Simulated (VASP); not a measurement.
# BAs (F-43m) in VASP: a series of runs

BAs is run at these levels: r2SCAN, PBE; tasks: single point.

Program: VASP 6.6.1. These are calculated values, not measurements. Logs are shortened: lines on timing, memory, paths and dates and some standing lists are left out, and cuts for length are marked.

## 1. The cell of the first run

Symmetry: F-43m, No. 216, cubic system. Conventional cell: a = 4.784 Å, b = 4.784 Å, c = 4.784 Å, α = 90.00°, β = 90.00°, γ = 90.00°. B (site symmetry -43m) has 4 As at 2.07 Å within 2.7 Å. Within 2.7 Å of As (site symmetry -43m) lie 4 B at 2.07 Å.

## 2. Single point, r2SCAN

File POSCAR:

```
BAs
1.0
    0.0000000000      2.3918676044      2.3918676044
    2.3918676044      0.0000000000      2.3918676044
    2.3918676044      2.3918676044      0.0000000000
B As
1 1
Direct
    0.0000000000      0.0000000000      0.0000000000
    0.2500000000      0.2500000000      0.2500000000
```

File INCAR.step1:

```
SYSTEM = BAs
ALGO = Normal ; EDIFF = 1E-4
ENCUT = 520 ; GGA = PE
ISMEAR = 0 ; LASPH = .TRUE.
LCHARG = .FALSE. ; LREAL = .FALSE.
LWAVE = .TRUE. ; NBANDS = 11
NELM = 60 ; PREC = Accurate
SIGMA = 0.01
```

File INCAR.step2:

```
SYSTEM = BAs
ALGO = Normal ; EDIFF = 1E-6
ENCUT = 520 ; ISIF = 2
ISMEAR = 0 ; ISTART = 1
LASPH = .TRUE. ; LCHARG = .FALSE.
LMIXTAU = .TRUE. ; LREAL = .FALSE.
LWAVE = .FALSE. ; METAGGA = R2SCAN
NBANDS = 11 ; NELM = 60
PREC = Accurate ; SIGMA = 0.01
```

File KPOINTS:

```
k-points
0
G
  4 4 4
  0 0 0
```

Potentials or basis: VASP PAW PBE potentials, release 64 (B, As).

The run is started by

```
cat potpaw_PBE.64/B/POTCAR potpaw_PBE.64/As/POTCAR > POTCAR
cp INCAR.step1 INCAR
mpirun -np 1 vasp_std > vasp.out
cp INCAR.step2 INCAR
mpirun -np 1 vasp_std > vasp.out
```

OUTCAR:

```text
SYSTEM = BAs
   EDIFF = 1E-6
   ENCUT = 520
   ISIF = 2
   ISMEAR = 0
   ISTART = 1
   LASPH = .TRUE.
   LREAL = .FALSE.
   METAGGA = R2SCAN
   NELM = 60
   PREC = Accurate

 ion  position               nearest neighbor table
   1  0.000  0.000  0.000-   2 2.07   2 2.07   2 2.07   2 2.07
   2  0.250  0.250  0.250-   1 2.07   1 2.07   1 2.07   1 2.07

  LATTYP: Found a face centered cubic cell.
 ALAT       =     4.7837352088

  Lattice vectors:

 A1 = (   0.0000000000,   2.3918676044,   2.3918676044)
 A2 = (   2.3918676044,   0.0000000000,   2.3918676044)
 A3 = (   2.3918676044,   2.3918676044,   0.0000000000)

Analysis of symmetry for initial positions (statically):
=====================================================================
 Subroutine PRICEL returns:
 Original cell was already a primitive cell.

 Routine SETGRP: Setting up the symmetry group for a
 face centered cubic supercell.

 Subroutine GETGRP returns: Found 24 space group operations
 (whereof 24 operations were pure point group operations)
 out of a pool of 48 trial point group operations.

The static configuration has the point symmetry T_d .

Analysis of symmetry for dynamics (positions and initial velocities):
=====================================================================
 Subroutine PRICEL returns:
 Original cell was already a primitive cell.

 Routine SETGRP: Setting up the symmetry group for a
 face centered cubic supercell.

 Subroutine GETGRP returns: Found 24 space group operations
 (whereof 24 operations were pure point group operations)
 out of a pool of 48 trial point group operations.

The dynamic configuration has the point symmetry T_d .

 Subroutine INISYM returns: Found 24 space group operations
 (whereof 24 operations are pure point group operations),
 and found     1 'primitive' translations

----------------------------------------------------------------------------------------

                                     Primitive cell

  volume of cell :      27.3679

  direct lattice vectors                    reciprocal lattice vectors
     0.000000000  2.391867604  2.391867604    -0.209041671  0.209041671  0.209041671
     2.391867604  0.000000000  2.391867604     0.209041671 -0.209041671  0.209041671
     2.391867604  2.391867604  0.000000000     0.209041671  0.209041671 -0.209041671

  length of vectors
     3.382611606  3.382611606  3.382611606     0.362070794  0.362070794  0.362070794

  position of ions in fractional coordinates (direct lattice)
     0.000000000  0.000000000  0.000000000
     0.250000000  0.250000000  0.250000000

  ion indices of the primitive-cell ions
   primitive index   ion index
                 1           1
                 2           2

----------------------------------------------------------------------------------------

 KPOINTS: k-points

Automatic generation of k-mesh.
 Grid dimensions read from file:
 generate k-points for:    4    4    4

 Generating k-lattice:

  Cartesian coordinates                     Fractional coordinates (reciprocal lattice)
    -0.052260418  0.052260418  0.052260418     0.250000000  0.000000000  0.000000000
     0.052260418 -0.052260418  0.052260418     0.000000000  0.250000000  0.000000000
     0.052260418  0.052260418 -0.052260418     0.000000000  0.000000000  0.250000000

  Length of vectors
     0.090517699  0.090517699  0.090517699

  Shift w.r.t. Gamma in fractional coordinates (k-lattice)
     0.000000000  0.000000000  0.000000000

 Subroutine IBZKPT returns following result:
 ===========================================

 Found      8 irreducible k-points:

 Following reciprocal coordinates:
            Coordinates               Weight
  0.000000  0.000000  0.000000      1.000000
  0.250000  0.000000  0.000000      8.000000
  0.500000  0.000000  0.000000      4.000000
  0.250000  0.250000  0.000000      6.000000
  0.500000  0.250000  0.000000     24.000000
 -0.250000  0.250000  0.000000     12.000000
  0.500000  0.500000  0.000000      3.000000
 -0.250000  0.500000  0.250000      6.000000
   k-points           NKPTS =      8   k-points in BZ     NKDIM =      8   number of bands    NBANDS=     11
   number of dos      NEDOS =    301   number of ions     NIONS =      2
   total plane-waves  NPLWV =  21952
   dimension x,y,z NGX =    28 NGY =   28 NGZ =   28
   dimension x,y,z NGXF=    56 NGYF=   56 NGZF=   56
   ions per type =               1   1
   NGX,Y,Z   is equivalent  to a cutoff of  13.76, 13.76, 13.76 a.u.
   NGXF,Y,Z  is equivalent  to a cutoff of  27.52, 27.52, 27.52 a.u.
 SYSTEM =  BAs
   PREC   = accura    normal or accurate (medium, high low for compatibility)
   ISTART =      1    job   : 0-new  1-cont  2-samecut
   ICHARG =      0    charge: 1-file 2-atom 10-const
   ISPIN  =      1    spin polarized calculation?
   LNONCOLLINEAR =      F non collinear calculations
   LSORBIT =      F    spin-orbit coupling
   LASPH  =      T    aspherical Exc in radial PAW
   ENCUT  =  520.0 eV  38.22 Ry    6.18 a.u.   6.29  6.29  6.29*2*pi/ulx,y,z
   NELM   =     60;   NELMIN=  2; NELMDL=  0     # of ELM steps
   EDIFF  = 0.1E-05   stopping-criterion for ELM
   LREAL  =      F    real-space projection
   EDIFFG = 0.1E-04   stopping-criterion for IOM
   NSW    =      0    number of steps for IOM
   IBRION =     -1    ionic relax: 0-MD 1-quasi-New 2-CG
   NFREE  =      0    steps in history (QN), initial steepest desc. (CG)
   ISIF   =      2    stress and relaxation
   ISYM   =      2    0-nonsym 1-usesym 2-fastsym
   POTIM  = 0.5000    time-step for ionic-motion
   TEBEG  =    0.0;   TEEND  =   0.0 temperature during run
   PSTRESS=    0.0 pullay stress
   NELECT =       8.0000    total number of electrons
   NUPDOWN=      -1.0000    fix difference up-down
   EMIN   =  10.00;   EMAX   =-10.00  energy-range for DOS
   EFERMI =   0.00;   METHOD = LEGACY
   ISMEAR =     0;   SIGMA  =   0.01  broadening in eV -4-tet -1-fermi 0-gaus
   EFERMI_NEDOS =   21; number of points for ismear=-14 and -15
   IALGO  =     38    algorithm
   IMIX   =      4    mixing-type and parameters
     AMIX     =   0.40;   BMIX     =  1.00
     AMIX_MAG =   1.60;   BMIX_MAG =  1.00
  volume/ion in A,a.u.               =      13.68        92.34
  Fermi-wavevector in a.u.,A,eV,Ry     =   1.086487  2.053162 16.061039  1.180453
  Thomas-Fermi vector in A             =   2.222624
   LORBIT       =      0    0 simple, 1 ext, 2 COOP (PROOUT), +10 PAW based schemes
   METAGGA = R2SCAN    functional components
   LHFCALC =     F    Hartree Fock is set to
   AEXX    =    0.0000 exact exchange contribution
   IVDW    =     0    specifies the selected vdW correction
   LEPSILON=     F    determine dielectric tensor
   LRPA    =     F    only Hartree local field effects (RPA)
 non-spin polarized calculation
 Gauss-broadening in eV      SIGMA  =   0.01
  energy-cutoff  :      520.00
  volume of cell :       27.37
 maximum number of plane-waves:       754
 NGX is ok and might be reduce to    28
   NGX = 13   NGY = 13   NGZ = 13

 number of electron       8.0000000 magnetization

 Free energy of the ion-electron system (eV)
  ---------------------------------------------------
  ext. energy  EPLUGINS =         0.00000000
  ---------------------------------------------------
  free energy    TOTEN  =       -22.07666926 eV

  energy without entropy =      -22.07666926  energy(sigma->0) =      -22.07666926

 E-fermi :   6.1390     XC(G=0): -11.0958

 val. band max:        6.0115817407   @ k =   0.0000   0.0000   0.0000
 cond. band min:       7.6108095875   @ k =   0.5000   0.5000   0.0000
 fundamental gap:      1.5992278468
 Fermi energy:         6.1390371414

 k-point     1 :       0.0000    0.0000    0.0000
  band No.  band energies     occupation
      1     -10.1122      2.00000
      2       6.0116      2.00000
      3       6.0116      2.00000
      4       6.0116      2.00000
      5       9.4413      0.00000
      6       9.4413      0.00000
      7       9.4413      0.00000
      8      11.1138      0.00000
      9      16.3355      0.00000
     10      19.4119      0.00000
     11      19.4119      0.00000

 k-point     2 :       0.2500    0.0000    0.0000
  band No.  band energies     occupation
      1      -9.0639      2.00000
      2       0.8273      2.00000
      3       4.7909      2.00000
      4       4.7909      2.00000
      5       9.3437      0.00000
      6      10.9070      0.00000
      7      10.9070      0.00000
      8      14.5183      0.00000
      9      17.7510      0.00000
     10      17.7510      0.00000
     11      18.0324      0.00000

 k-point     3 :       0.5000    0.0000    0.0000
  band No.  band energies     occupation
      1      -7.1033      2.00000
      2      -3.2058      2.00000
      3       4.0779      2.00000
      4       4.0779      2.00000
      5       8.9568      0.00000
      6      11.0493      0.00000
      7      11.0493      0.00000
      8      15.5572      0.00000
      9      19.6016      0.00000
     10      21.3634      0.00000
     11      21.3634      0.00000

 k-point     4 :       0.2500    0.2500    0.0000
  band No.  band energies     occupation
      1      -8.7015      2.00000
      2       1.6848      2.00000
      3       3.1581      2.00000
      4       3.1581      2.00000
      5       7.8500      0.00000
      6      10.8823      0.00000
      7      13.8345      0.00000
      8      13.8345      0.00000
      9      16.9608      0.00000
     10      20.6845      0.00000
     11      20.9837      0.00000

 k-point     5 :       0.5000    0.2500    0.0000
  band No.  band energies     occupation
      1      -6.6681      2.00000
      2      -2.1257      2.00000
      3       1.0544      2.00000
      4       2.6590      2.00000
      5       8.6365      0.00000
      6      12.2985      0.00000
      7      14.1272      0.00000
      8      14.3684      0.00000
      9      18.8026      0.00000
     10      21.7522      0.00000
     11      22.6652      0.00000

 k-point     6 :      -0.2500    0.2500    0.0000
  band No.  band energies     occupation
      1      -7.4702      2.00000
      2      -0.9904      2.00000
      3       0.6914      2.00000
      4       3.9267      2.00000
      5       9.8062      0.00000
      6      12.4559      0.00000
      7      13.4798      0.00000
      8      13.8949      0.00000
      9      16.8557      0.00000
     10      18.8364      0.00000
     11      22.6007      0.00000

 k-point     7 :       0.5000    0.5000    0.0000
  band No.  band energies     occupation
      1      -5.6752      2.00000
      2      -3.0292      2.00000
      3       1.7131      2.00000
      4       1.7131      2.00000
      5       7.6108      0.00000
      6       7.6934      0.00000
      7      18.1286      0.00000
      8      18.1286      0.00000
      9      19.8471      0.00000
     10      24.2066      0.00000
     11      24.6189      0.00000

 k-point     8 :      -0.2500    0.5000    0.2500
  band No.  band energies     occupation
      1      -5.5103      2.00000
      2      -2.5736      2.00000
      3       0.2920      2.00000
      4       0.5916      2.00000
      5      11.6792      0.00000
      6      12.4492      0.00000
      7      13.1631      0.00000
      8      13.3825      0.00000
      9      19.1006      0.00000
     10      22.3794      0.00000
     11      22.5778      0.00000

------------------------ aborting loop because EDIFF is reached ----------------------------------------

  FORCE on cell =-STRESS in cart. coord.  units (eV):
  Direction    XX          YY          ZZ          XY          YZ          ZX
  --------------------------------------------------------------------------------------
  -------------------------------------------------------------------------------------
  Total        0.1492034      0.1492034      0.1492034     -0.0000000      0.0000000     -0.0000000
  in kB        8.7346998      8.7346998      8.7346998     -0.0000000      0.0000000     -0.0000000
  external PRESSURE =       8.7346998 kB  Pullay stress =       0.0000000 kB

 VOLUME and BASIS-vectors are now :
 -----------------------------------------------------------------------------
  energy-cutoff  :      520.00
  volume of cell :       27.37
      direct lattice vectors                 reciprocal lattice vectors
     0.000000000  2.391867604  2.391867604    -0.209041671  0.209041671  0.209041671
     2.391867604  0.000000000  2.391867604     0.209041671 -0.209041671  0.209041671
     2.391867604  2.391867604  0.000000000     0.209041671  0.209041671 -0.209041671

 POSITION                                       TOTAL-FORCE (eV/Angst)
 -----------------------------------------------------------------------------------
      0.00000      0.00000      0.00000        -0.000000      0.000000     -0.000000
      1.19593      1.19593      1.19593         0.000000     -0.000000      0.000000
 -----------------------------------------------------------------------------------
    total drift:                               -0.000000     -0.000000     -0.000000

  FREE ENERGIE OF THE ION-ELECTRON SYSTEM (eV)
  ---------------------------------------------------
  free  energy   TOTEN  =       -22.0766692609 eV

  energy  without entropy=      -22.0766692609  energy(sigma->0) =      -22.07666926
```

Run time: 23 s. Hardware: 1 thread of Intel Xeon 6975P-C (Granite Rapids), shared host; peak memory 0.16 GiB.

What came out:

| Property | Result |
| --- | --- |
| Free energy | -22.0767 eV |
| Pressure | 0.9 GPa |
| Band gap on the k mesh | 1.60 eV, indirect (least direct gap 3.43 eV) |

Caveat: the k points lie up to 0.57 Å⁻¹ apart; the PAW data sets were made with another functional, which shifts forces and pressure a little. A k mesh can miss the band edges.

## 3. Single point, PBE

File INCAR:

```
ALGO     = Normal         # electronic algorithm
EDIFF    = 1E-7           # SCF threshold, eV
ENCUT    = 520            # plane-wave cutoff, eV
GGA      = PE             # functional
ISIF     = 2              # what is computed and relaxed
ISMEAR   = 0              # smearing method
LASPH    = True           # aspherical terms in the spheres
LCHARG   = False          # write CHGCAR
LREAL    = False          # projectors in reciprocal space
LWAVE    = False          # write WAVECAR
NBANDS   = 11             # bands
NELM     = 60             # most SCF steps
PREC     = Accurate       # precision mode
SIGMA    = 0.01           # smearing width, eV
```

File KPOINTS:

```
k-points
0
Gamma
  8 8 8
```

POSCAR is that of step 2.

Potentials or basis: VASP PAW PBE potentials, release 64 (B, As).

The run is started by

```
cat potpaw_PBE.64/B/POTCAR potpaw_PBE.64/As/POTCAR > POTCAR
mpirun -np 1 vasp_std > vasp.out
```

Wall time 13 s (1 thread of Intel Xeon 6975P-C (Granite Rapids), shared host); peak memory 0.15 GiB.

The run converged. Its results:

```yaml
Free_energy: -11.4065 eV
Pressure: 2.8 GPa
Band_gap_on_the_k_mesh: 1.19 eV, indirect (least direct gap 3.27 eV)
```

Levels at points of the mesh, in eV from the valence-band top:
| k point | band 2 | band 3 | band 4 | band 5 | band 6 | band 7 |
| --- | --- | --- | --- | --- | --- | --- |
| (0.00, 0.00, 0.00) | 0.00 | 0.00 | 0.00 | 3.27 | 3.27 | 3.27 |
| (0.50, 0.00, 0.00) | -8.76 | -1.81 | -1.81 | 2.67 | 4.78 | 4.78 |
| (0.50, 0.50, 0.00) | -8.51 | -4.06 | -4.06 | 1.43 | 1.45 | 11.33 |
